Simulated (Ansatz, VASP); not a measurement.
# One calculation of CsBr, two programs

```
Cs Br
1.0
     4.36845    0.00000    0.00000
     0.00000    4.36845    0.00000
     0.00000    0.00000    4.36845
Cs Br
1 1
Direct
  0.00000 0.00000 0.00000
  0.50000 0.50000 0.50000
```

Change from the starting cell: volume scaled by 1.03.

Alike in both runs: task single point; functional PBE; k mesh 6 × 6 × 6; occupations fermi-dirac, width 0.02 eV; no spin polarisation.

```csv
,VASP,Ansatz
version,VASP 6.6.1,Ansatz 0.2.0
potentials or method,"VASP PAW PBE potentials, release 64 (Cs_sv, Br), cutoff 500 eV","all-electron LAPW, scalar-relativistic"
```

```tsv
	VASP	Ansatz	Ansatz less VASP
gap on the k mesh at the Fermi level (eV)	4.30	4.31	+0.012
pressure (GPa)	0.2	0.2	-0.04
```

Ansatz ran all-electron here, and VASP with PAW potentials.

Neither program's run includes spin-orbit coupling.
